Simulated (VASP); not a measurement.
# ScSi2 (P6/mmm) in VASP: settings compared

ScSi2 is run at these levels: PBE, PBEsol+D4, r2SCAN+D4; tasks: single point.

Program: VASP 6.6.1. These are calculated values, not measurements. Logs are shortened: lines on timing, memory, paths and dates and some standing lists are left out, and cuts for length are marked.

## Step 1: The cell of the first run

Symmetry: P6/mmm, No. 191, hexagonal system. The conventional cell has a = 3.660 Å, b = 3.660 Å, c = 3.870 Å, α = 90.00°, β = 90.00°, γ = 120.00°. Within 3.9 Å of Sc (site symmetry 6/mmm) lie 12 Si at 2.87 Å and 8 Sc at 3.66 to 3.87 Å. Within 2.9 Å of Si (site symmetry -6m2) lie 3 Si at 2.11 Å and 6 Sc at 2.87 Å.

## Step 2: Single point, PBE

Input file INCAR:

```
SYSTEM = ScSi2
  ALGO = Normal
  EDIFF = 1E-7
  ENCUT = 520
  GGA = PE
  ISIF = 2
  ISMEAR = 0
  LASPH = .True.
  LCHARG = .False.
  LREAL = .False.
  LWAVE = .False.
  NBANDS = 16
  NELM = 60
  PREC = Accurate
  SIGMA = 0.02
```

Input file KPOINTS:

```
k-points
0
Gamma
  8 8 7
  0 0 0
```

Input file POSCAR:

```
ScSi2
1.0
    3.6600000000      0.0000000000      0.0000000000
   -1.8300000000      3.1696529779      0.0000000000
    0.0000000000      0.0000000000      3.8700000000
Sc Si
1 2
Direct
    0.0000000000      0.0000000000      0.0000000000
    0.6666666667      0.3333333333      0.5000000000
    0.3333333333      0.6666666667      0.5000000000
```

Potentials or basis: VASP PAW PBE potentials, release 64 (Sc_sv, Si).

The run is started by

```bash
$ cat potpaw_PBE.64/Sc_sv/POTCAR potpaw_PBE.64/Si/POTCAR > POTCAR
$ mpirun -np 1 vasp_std > vasp.out
```

OUTCAR:

```text
SYSTEM = ScSi2
   EDIFF = 1E-7
   ENCUT = 520
   GGA = PE
   ISIF = 2
   ISMEAR = 0
   LASPH = .True.
   LREAL = .False.
   NELM = 60
   PREC = Accurate

 ion  position               nearest neighbor table
   1  0.000  0.000  0.000-   2 2.87   3 2.87   2 2.87   3 2.87   2 2.87   2 2.87   3 2.87   3 2.87
                             2 2.87   2 2.87   3 2.87   3 2.87
   2  0.667  0.333  0.500-   3 2.11   3 2.11   3 2.11   1 2.87   1 2.87   1 2.87   1 2.87   1 2.87
                             1 2.87
   3  0.333  0.667  0.500-   2 2.11   2 2.11   2 2.11   1 2.87   1 2.87   1 2.87   1 2.87   1 2.87
                             1 2.87

  LATTYP: Found a hexagonal cell.
 ALAT       =     3.6600000000
 C/A-ratio  =     1.0573770492

  Lattice vectors:

 A1 = (   3.6600000000,   0.0000000000,   0.0000000000)
 A2 = (  -1.8300000000,   3.1696529779,   0.0000000000)
 A3 = (   0.0000000000,   0.0000000000,   3.8700000000)

Analysis of symmetry for initial positions (statically):
=====================================================================
 Subroutine PRICEL returns:
 Original cell was already a primitive cell.

 Routine SETGRP: Setting up the symmetry group for a
 hexagonal supercell.

 Subroutine GETGRP returns: Found 24 space group operations
 (whereof 24 operations were pure point group operations)
 out of a pool of 24 trial point group operations.

The static configuration has the point symmetry D_6h.

Analysis of symmetry for dynamics (positions and initial velocities):
=====================================================================
 Subroutine PRICEL returns:
 Original cell was already a primitive cell.

 Routine SETGRP: Setting up the symmetry group for a
 hexagonal supercell.

 Subroutine GETGRP returns: Found 24 space group operations
 (whereof 24 operations were pure point group operations)
 out of a pool of 24 trial point group operations.

The dynamic configuration has the point symmetry D_6h.

 Subroutine INISYM returns: Found 24 space group operations
 (whereof 24 operations are pure point group operations),
 and found     1 'primitive' translations

----------------------------------------------------------------------------------------

                                     Primitive cell

  volume of cell :      44.8956

  direct lattice vectors                    reciprocal lattice vectors
     3.660000000  0.000000000  0.000000000     0.273224044  0.157745975  0.000000000
    -1.830000000  3.169652978  0.000000000     0.000000000  0.315491950  0.000000000
     0.000000000  0.000000000  3.870000000     0.000000000  0.000000000  0.258397933

  length of vectors
     3.660000000  3.660000000  3.870000000     0.315491950  0.315491950  0.258397933

  position of ions in fractional coordinates (direct lattice)
     0.000000000  0.000000000  0.000000000
     0.666666667  0.333333333  0.500000000
     0.333333333  0.666666667  0.500000000

  ion indices of the primitive-cell ions
   primitive index   ion index
                 1           1
                 2           2
                 3           3

----------------------------------------------------------------------------------------

 KPOINTS: k-points

Automatic generation of k-mesh.
 Grid dimensions read from file:
 generate k-points for:    8    8    7

 Generating k-lattice:

  Cartesian coordinates                     Fractional coordinates (reciprocal lattice)
     0.034153005  0.019718247  0.000000000     0.125000000 -0.000000000  0.000000000
     0.000000000  0.039436494  0.000000000     0.000000000  0.125000000  0.000000000
     0.000000000  0.000000000  0.036913990     0.000000000  0.000000000  0.142857143

  Length of vectors
     0.039436494  0.039436494  0.036913990

  Shift w.r.t. Gamma in fractional coordinates (k-lattice)
     0.000000000  0.000000000  0.000000000

 Subroutine IBZKPT returns following result:
 ===========================================

 Found     40 irreducible k-points:

 Following reciprocal coordinates:
            Coordinates               Weight
  0.000000  0.000000  0.000000      1.000000
  0.125000 -0.000000  0.000000      6.000000
  0.250000 -0.000000  0.000000      6.000000
  0.375000  0.000000  0.000000      6.000000
  0.500000 -0.000000  0.000000      3.000000
  0.125000  0.125000  0.000000      6.000000
[... 16 lines left out ...]
  0.250000 -0.000000  0.285714     12.000000
  0.375000  0.000000  0.285714     12.000000
 [... further k-points ...]
   k-points           NKPTS =     40   k-points in BZ     NKDIM =     40   number of bands    NBANDS=     16
   number of dos      NEDOS =    301   number of ions     NIONS =      3
   total plane-waves  NPLWV =  23520
   dimension x,y,z NGX =    28 NGY =   28 NGZ =   30
   dimension x,y,z NGXF=    56 NGYF=   56 NGZF=   60
   ions per type =               1   2
   NGX,Y,Z   is equivalent  to a cutoff of  12.72, 12.72, 12.89 a.u.
   NGXF,Y,Z  is equivalent  to a cutoff of  25.44, 25.44, 25.77 a.u.
 SYSTEM =  ScSi2
   PREC   = accura    normal or accurate (medium, high low for compatibility)
   ISTART =      0    job   : 0-new  1-cont  2-samecut
   ICHARG =      2    charge: 1-file 2-atom 10-const
   ISPIN  =      1    spin polarized calculation?
   LNONCOLLINEAR =      F non collinear calculations
   LSORBIT =      F    spin-orbit coupling
   LASPH  =      T    aspherical Exc in radial PAW
   ENCUT  =  520.0 eV  38.22 Ry    6.18 a.u.   6.81  6.81  7.20*2*pi/ulx,y,z
   NELM   =     60;   NELMIN=  2; NELMDL= -5     # of ELM steps
   EDIFF  = 0.1E-06   stopping-criterion for ELM
   LREAL  =      F    real-space projection
   EDIFFG = 0.1E-05   stopping-criterion for IOM
   NSW    =      0    number of steps for IOM
   IBRION =     -1    ionic relax: 0-MD 1-quasi-New 2-CG
   NFREE  =      0    steps in history (QN), initial steepest desc. (CG)
   ISIF   =      2    stress and relaxation
   ISYM   =      2    0-nonsym 1-usesym 2-fastsym
   POTIM  = 0.5000    time-step for ionic-motion
   TEBEG  =    0.0;   TEEND  =   0.0 temperature during run
   PSTRESS=    0.0 pullay stress
   NELECT =      19.0000    total number of electrons
   NUPDOWN=      -1.0000    fix difference up-down
   EMIN   =  10.00;   EMAX   =-10.00  energy-range for DOS
   EFERMI =   0.00;   METHOD = LEGACY
   ISMEAR =     0;   SIGMA  =   0.02  broadening in eV -4-tet -1-fermi 0-gaus
   EFERMI_NEDOS =   21; number of points for ismear=-14 and -15
   IALGO  =     38    algorithm
   IMIX   =      4    mixing-type and parameters
     AMIX     =   0.40;   BMIX     =  1.00
     AMIX_MAG =   1.60;   BMIX_MAG =  1.00
  volume/ion in A,a.u.               =      14.97       100.99
  Fermi-wavevector in a.u.,A,eV,Ry     =   1.229112  2.322685 20.554542  1.510716
  Thomas-Fermi vector in A             =   2.364012
   LORBIT       =      0    0 simple, 1 ext, 2 COOP (PROOUT), +10 PAW based schemes
   GGA     = PE    functional components
   LHFCALC =     F    Hartree Fock is set to
   AEXX    =    0.0000 exact exchange contribution
   IVDW    =     0    specifies the selected vdW correction
   LEPSILON=     F    determine dielectric tensor
   LRPA    =     F    only Hartree local field effects (RPA)
 non-spin polarized calculation
 Gauss-broadening in eV      SIGMA  =   0.02
  energy-cutoff  :      520.00
  volume of cell :       44.90
 maximum number of plane-waves:      1222
 NGX is ok and might be reduce to    28
   NGX = 13   NGY = 13   NGZ = 15

 number of electron      19.0000001 magnetization

 Free energy of the ion-electron system (eV)
  ---------------------------------------------------
  ext. energy  EPLUGINS =         0.00000000
  ---------------------------------------------------
  free energy    TOTEN  =       -17.34023423 eV

  energy without entropy =      -17.34009379  energy(sigma->0) =      -17.34016401

 E-fermi :   9.2388     XC(G=0): -11.2377

 val. band max:        9.2327804829   @ k =   0.3750   0.2500   0.0000
 cond. band min:       9.2842821188   @ k =   0.2500  -0.0000   0.2857
 fundamental gap:      0.0515016358
 Fermi energy:         9.2388436596

 k-point     1 :       0.0000    0.0000    0.0000
  band No.  band energies     occupation
      1     -40.3539      2.00000
      2     -19.0638      2.00000
      3     -18.9837      2.00000
      4     -18.9837      2.00000
      5      -4.6415      2.00000
      6       5.6635      2.00000
[... 8 lines left out ...]
     15      11.8967      0.00000
     16      11.8967      0.00000

 k-point     2 :       0.1250   -0.0000    0.0000
  band No.  band energies     occupation
      1     -40.3524      2.00000
      2     -19.0608      2.00000
      3     -19.0026      2.00000
      4     -18.9880      2.00000
      5      -4.4140      2.00000
      6       4.6570      2.00000
[... 8 lines left out ...]
     15      11.9723      0.00000
     16      12.4271      0.00000

 k-point     3 :       0.2500   -0.0000    0.0000
  band No.  band energies     occupation
      1     -40.3486      2.00000
      2     -19.0534      2.00000
      3     -19.0479      2.00000
      4     -18.9983      2.00000
      5      -3.7476      2.00000
      6       2.6774      2.00000
[... 8 lines left out ...]
     15      13.8687      0.00000
     16      13.8927      0.00000

 k-point     4 :       0.3750    0.0000    0.0000
  band No.  band energies     occupation
      1     -40.3448      2.00000
      2     -19.0927      2.00000
      3     -19.0461      2.00000
      4     -19.0086      2.00000
      5      -2.6978      2.00000
      6       0.7325      2.00000
[... 8 lines left out ...]
     15      13.6337      0.00000
     16      14.4167      0.00000

 k-point     5 :       0.5000   -0.0000    0.0000
  band No.  band energies     occupation
      1     -40.3433      2.00000
      2     -19.1110      2.00000
      3     -19.0430      2.00000
      4     -19.0128      2.00000
      5      -1.7056      2.00000
      6      -0.5684      2.00000
[... 8 lines left out ...]
     15      12.2997      0.00000
     16      14.8561      0.00000

 k-point     6 :       0.1250    0.1250    0.0000
  band No.  band energies     occupation
      1     -40.3497      2.00000
      2     -19.0556      2.00000
      3     -19.0326      2.00000
      4     -18.9974      2.00000
      5      -3.9670      2.00000
      6       3.3861      2.00000
[... 8 lines left out ...]
     15      12.5626      0.00000
     16      13.7554      0.00000

 k-point     7 :       0.2500    0.1250    0.0000
  band No.  band energies     occupation
      1     -40.3459      2.00000
      2     -19.0729      2.00000
      3     -19.0482      2.00000
      4     -19.0124      2.00000
      5      -3.1056      2.00000
      6       1.6679      2.00000
[... 8 lines left out ...]
     15      13.7383      0.00000
     16      13.9380      0.00000

 k-point     8 :       0.3750    0.1250    0.0000
  band No.  band energies     occupation
      1     -40.3433      2.00000
      2     -19.1008      2.00000
      3     -19.0431      2.00000
      4     -19.0232      2.00000
      5      -1.9427      2.00000
      6      -0.0200      2.00000
[... 8 lines left out ...]
     15      13.2953      0.00000
     16      14.5886      0.00000

 k-point     9 :       0.2500    0.2500    0.0000
  band No.  band energies     occupation
      1     -40.3433      2.00000
      2     -19.0867      2.00000
      3     -19.0430      2.00000
      4     -19.0375      2.00000
      5      -2.0998      2.00000
      6       0.6238      2.00000
[... 8 lines left out ...]
     15      13.9395      0.00000
     16      14.4811      0.00000
[... 172 lines left out ...]
 k-point    19 :       0.2500    0.2500    0.1429
  band No.  band energies     occupation
      1     -40.3427      2.00000
      2     -19.0845      2.00000
      3     -19.0542      2.00000
      4     -19.0359      2.00000
      5      -2.0394      2.00000
      6       0.6665      2.00000
[... 8 lines left out ...]
     15      13.3746      0.00000
     16      14.2356      0.00000

 k-point    20 :       0.3750    0.2500    0.1429
  band No.  band energies     occupation
      1     -40.3417      2.00000
      2     -19.0852      2.00000
      3     -19.0519      2.00000
      4     -19.0509      2.00000
      5      -1.1011      2.00000
      6      -0.3127      2.00000
[... 8 lines left out ...]
     15      13.7692      0.00000
     16      14.3783      0.00000

 k-point    21 :       0.0000    0.0000    0.2857
  band No.  band energies     occupation
      1     -40.3520      2.00000
      2     -19.1091      2.00000
      3     -18.9803      2.00000
      4     -18.9803      2.00000
      5      -4.1418      2.00000
      6       2.9628      2.00000
[... 8 lines left out ...]
     15      13.7298      0.00000
     16      13.7298      0.00000

 k-point    22 :       0.1250   -0.0000    0.2857
  band No.  band energies     occupation
      1     -40.3505      2.00000
      2     -19.1048      2.00000
      3     -18.9984      2.00000
      4     -18.9845      2.00000
      5      -3.9425      2.00000
      6       3.1642      2.00000
[... 8 lines left out ...]
     15      13.0360      0.00000
     16      13.6947      0.00000

 k-point    23 :       0.2500   -0.0000    0.2857
  band No.  band energies     occupation
      1     -40.3468      2.00000
      2     -19.0943      2.00000
      3     -19.0418      2.00000
      4     -18.9946      2.00000
      5      -3.3573      2.00000
      6       2.9006      2.00000
[... 8 lines left out ...]
     15      13.8821      0.00000
     16      14.1819      0.00000

 k-point    24 :       0.3750    0.0000    0.2857
  band No.  band energies     occupation
      1     -40.3431      2.00000
      2     -19.0865      2.00000
      3     -19.0820      2.00000
      4     -19.0047      2.00000
      5      -2.4452      2.00000
      6       1.0347      2.00000
[... 8 lines left out ...]
     15      13.5238      0.00000
     16      14.8082      0.00000

 [... further k-points ...]
[... 5 lines left out ...]
  --------------------------------------------------------------------------------------
  -------------------------------------------------------------------------------------
  Total       10.4485539     10.4485539      0.3176369      0.0000000      0.0000000      0.0000000
  in kB      372.8747748    372.8747748     11.3354226      0.0000000      0.0000000      0.0000000
  external PRESSURE =     252.3616574 kB  Pullay stress =       0.0000000 kB

 VOLUME and BASIS-vectors are now :
 -----------------------------------------------------------------------------
  energy-cutoff  :      520.00
  volume of cell :       44.90
      direct lattice vectors                 reciprocal lattice vectors
     3.660000000  0.000000000  0.000000000     0.273224044  0.157745975  0.000000000
    -1.830000000  3.169652978  0.000000000     0.000000000  0.315491950  0.000000000
     0.000000000  0.000000000  3.870000000     0.000000000  0.000000000  0.258397933

 POSITION                                       TOTAL-FORCE (eV/Angst)
 -----------------------------------------------------------------------------------
      0.00000      0.00000      0.00000        -0.000000      0.000000     -0.000000
      1.83000      1.05655      1.93500         0.000000      0.000000      0.000000
     -0.00000      2.11310      1.93500         0.000000     -0.000000     -0.000000
 -----------------------------------------------------------------------------------
    total drift:                               -0.000000      0.000000      0.000000

  FREE ENERGIE OF THE ION-ELECTRON SYSTEM (eV)
  ---------------------------------------------------
  free  energy   TOTEN  =       -17.3402342343 eV

  energy  without entropy=      -17.3400937878  energy(sigma->0) =      -17.34016401
```

Run time: 53 s. Hardware: 1 thread of Intel Xeon 8259CL, shared host; peak memory 0.17 GiB.

Results:

- Free energy: -17.3402 eV
- Pressure: 25.2 GPa
- Band gap on the k mesh: zero (an odd number of electrons rules out a gap without spin polarisation)

Caveat: the cell stands under pressure.

## Step 3: Single point, PBEsol+D4

This run uses another cell than the first one, of 16.04 Å³/atom.

Input file INCAR:

```
SYSTEM = ScSi2
PREC = Accurate
ENCUT = 520
EDIFF = 1E-6
ISMEAR = 0
SIGMA = 0.05
LREAL = .FALSE.
LASPH = .TRUE.
NELM = 60
ALGO = Normal
ISIF = 2
LWAVE = .FALSE.
LCHARG = .FALSE.
GGA = PS
IVDW = 13
NBANDS = 16
```

Input file KPOINTS:

```
regular mesh
0
G
  8 8 7
  0 0 0
```

Input file POSCAR:

```
ScSi2
1.0
    3.9841968522      0.0000000000      0.0000000000
   -1.9920984261      3.4504156877      0.0000000000
    0.0000000000      0.0000000000      3.5009282419
Sc Si
1 2
Direct
    0.0000000000      0.0000000000      0.0000000000
    0.6666666667      0.3333333333      0.5000000000
    0.3333333333      0.6666666667      0.5000000000
```

Potentials or basis: VASP PAW PBE potentials, release 64 (Sc_sv, Si).

The run is started by

```bash
$ cat potpaw_PBE.64/Sc_sv/POTCAR potpaw_PBE.64/Si/POTCAR > POTCAR
$ mpirun -np 1 vasp_std > vasp.out
```

It took 57 s on 1 thread of Intel Xeon 8259CL, shared host; peak memory 0.18 GiB.

Results (log left out):

```yaml
Free_energy: -20.1419 eV
Pressure: 0.2 GPa
Band_gap_on_the_k_mesh: zero (an odd number of electrons rules out a gap without spin polarisation)
Dispersion_energy_per_atom: -0.238 eV
```

Levels at points of the mesh, in eV from the Fermi level:
| k point | band 5 | band 6 | band 7 | band 8 | band 9 | band 10 | band 11 | band 12 | band 13 | band 14 |
| --- | --- | --- | --- | --- | --- | --- | --- | --- | --- | --- |
| (0.00, 0.00, 0.00) | -12.88 | -3.88 | -3.88 | -1.36 | -1.30 | -1.21 | 0.57 | 0.57 | 1.83 | 1.83 |
| (0.50, 0.00, 0.00) | -10.47 | -9.34 | -4.46 | -2.96 | -1.52 | 1.31 | 1.62 | 1.90 | 2.03 | 3.19 |

Caveat: the PAW data sets were made with another functional, which shifts forces and pressure a little.

## Step 4: Single point, r2SCAN+D4

Input file POSCAR:

```
ScSi2
1.0
    3.6600000000      0.0000000000      0.0000000000
   -1.8300000000      3.1696529779      0.0000000000
    0.0000000000      0.0000000000      3.8700000000
Sc Si
1 2
Direct
    0.0000000000      0.0000000000      0.0000000000
    0.6666666667      0.3333333333      0.5000000000
    0.3333333333      0.6666666667      0.5000000000
```

Input file INCAR.step1:

```
PREC = Accurate ; ENCUT = 520
ISMEAR = -1 ; SIGMA = 0.1
LREAL = False ; LASPH = True
NELM = 100 ; NBANDS = 16
GGA = PE ; ALGO = Normal
EDIFF = 1E-4 ; LWAVE = True
LCHARG = False
```

Input file INCAR.step2:

```
PREC = Accurate ; ENCUT = 520
EDIFF = 1E-7 ; ISMEAR = -1
SIGMA = 0.1 ; LREAL = False
LASPH = True ; NELM = 100
ALGO = Normal ; ISIF = 2
LWAVE = False ; LCHARG = False
METAGGA = R2SCAN ; LMIXTAU = True
IVDW = 13 ; VDW_S6 = 1.0
VDW_S8 = 0.6018749 ; VDW_A1 = 0.51559235
VDW_A2 = 5.77342911 ; NBANDS = 16
ISTART = 1
```

Input file KPOINTS:

```
Automatic mesh
0
Gamma
  8 8 7
```

The run is started by

```bash
$ cat potpaw_PBE.64/Sc_sv/POTCAR potpaw_PBE.64/Si/POTCAR > POTCAR
$ cp INCAR.step1 INCAR
$ mpirun -np 1 vasp_std > vasp.out
$ cp INCAR.step2 INCAR
$ mpirun -np 1 vasp_std > vasp.out
```

Run time: 4.1 min. Hardware: 1 thread of Intel Xeon 8259CL, shared host; peak memory 0.19 GiB.

It converged, with:

```
Free energy                : -29.7209 eV
Pressure                   : 23.2 GPa
Band gap on the k mesh     : zero (an odd number of electrons rules out a gap without spin polarisation)
Dispersion energy per atom : -0.152 eV
```

Stress tensor (GPa, compression positive):
```
35.00  0.00  0.00
 0.00 35.00  0.00
 0.00  0.00 -0.28
```

Levels at points of the mesh, in eV from the Fermi level:
```tsv
k point	band 7	band 8	band 9	band 10	band 11	band 12
(0.00, 0.00, 0.00)	-3.75	-3.75	-2.16	1.01	1.01	1.32
(0.50, 0.00, 0.00)	-4.92	-3.51	-2.91	0.35	0.82	2.47
```

Caveat: the cell stands under pressure; the PAW data sets were made with another functional, which shifts forces and pressure a little.

## Step 5: Summary

```tsv
level	cell	smearing	gap on the mesh (eV)	pressure (GPa)
PBE	a = 3.660, b = 3.660, c = 3.870 Å, angles 90.0, 90.0, 120.0°, 3 atoms	gaussian 0.02 eV	none	25.2
PBEsol+D4	a = 3.984, b = 3.984, c = 3.501 Å, angles 90.0, 90.0, 120.0°, 3 atoms	gaussian 0.05 eV	none	0.2
r2SCAN+D4	a = 3.660, b = 3.660, c = 3.870 Å, angles 90.0, 90.0, 120.0°, 3 atoms	fermi-dirac 0.1 eV	none	23.2
```

Alike in all rows: task single point; potentials or basis VASP PAW PBE potentials, release 64 (Sc_sv, Si); no spin polarisation; k mesh 8 × 8 × 7; cutoff (eV) 520.

Caveats: the cell stands under pressure (at least some runs); the PAW data sets were made with another functional, which shifts forces and pressure a little (at least some runs).

Absolute energies hang on the potentials; compare differences alone.
